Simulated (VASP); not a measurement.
Write the native input for VASP 6.6.1 that does the following.

* Task: single point
* Functional: PBEsol
* Potentials or basis: VASP PAW PBE potentials, release 64 (Ge_d)
* Cutoff: 520 eV
* k mesh: 10 × 10 × 10
* Occupations: fermi-dirac, width 0.05 eV
* Spin: no spin polarisation
* Dipole correction: no
* Further INCAR settings: ALGO = Normal; EDIFF = 1e-06; NBANDS = 21

The structure of Ge lies in POSCAR:

```
Ge
1.0
    0.0000000000      2.8379313358      2.8379313358
    2.8379313358      0.0000000000      2.8379313358
    2.8379313358      2.8379313358      0.0000000000
Ge
2
Direct
    0.5000000000      0.5000000000      0.5000000000
    0.7500000000      0.7500000000      0.7500000000
```

The input as run:

INCAR

```
PREC = Accurate
ENCUT = 520
EDIFF = 1E-6
ISMEAR = -1
SIGMA = 0.05
LREAL = F
LASPH = T
NELM = 100
ALGO = Normal
ISIF = 2
LWAVE = F
LCHARG = F
GGA = PS
NBANDS = 21
```

KPOINTS

```
Automatic mesh
0
Gamma
  10 10 10
```

Potentials or basis: VASP PAW PBE potentials, release 64 (Ge_d).

Run with:

```bash
$ cat potpaw_PBE.64/Ge_d/POTCAR > POTCAR
$ mpirun -np 1 vasp_std > vasp.out
```

It gave:

The pressure is -0.4 GPa and the band gap on the k mesh is zero (filled and empty bands touch).

Caveat: the PAW data sets were made with another functional, which shifts forces and pressure a little.

Run time: 16 s on 1 thread of Intel(R) Xeon(R) 6975P-C (Granite Rapids) (shared host), peak memory 0.18 GiB.
